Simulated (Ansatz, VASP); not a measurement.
## Two plane-wave programs on Si3Se2

```xyz
10
Lattice="2.7771 -4.1179 0.0000 2.7771 4.1179 0.0000 0.0000 0.0000 9.6350" Properties=species:S:1:pos:R:3 pbc="T T T"
Si    4.1656    0.0000    6.2428
Si    4.1656    0.0000    3.3923
Si    1.3885    0.0000    3.3923
Si    1.3885    0.0000    6.2428
Si    1.3885    2.0589    4.8175
Si    1.3885   -2.0589    4.8175
Se    1.3888    2.0589    7.7026
Se    4.1653    2.0589    7.7026
Se    1.3888   -2.0589    1.9324
Se    4.1653   -2.0589    1.9324
```

Alike in both runs: functional PBE; k mesh 3 × 3 × 2; occupations gaussian, width 0.2 eV; no spin polarisation.

Ansatz relaxed the structure, and its values are those at the end. VASP's run is a single point on that final structure, the one shown.

```csv
,VASP,Ansatz
version,VASP 6.6.1,Ansatz 0.2.0
potentials or method,"VASP PAW PBE potentials, release 64 (Si, Se), cutoff 500 eV","scalar-relativistic, plane waves, PAW"
valence electrons in the cell,48,88
```

|  | VASP | Ansatz | Ansatz less VASP |
| --- | --- | --- | --- |
| gap on the k mesh at the Fermi level (eV) | none | none | - |
| pressure (GPa) | 0.1 | 0.1 | -0.02 |
| rms of the force components (eV/Å) | 0.018 | 0.014 | -0.0038 |

A gap of «none» marks a metal or a gap that the smearing closes. VASP's potentials hold 48 valence electrons a cell and Ansatz's 88, so a difference there can come from the potentials and not from the codes.

The k mesh is coarse, so the values compare programs but aren't converged.
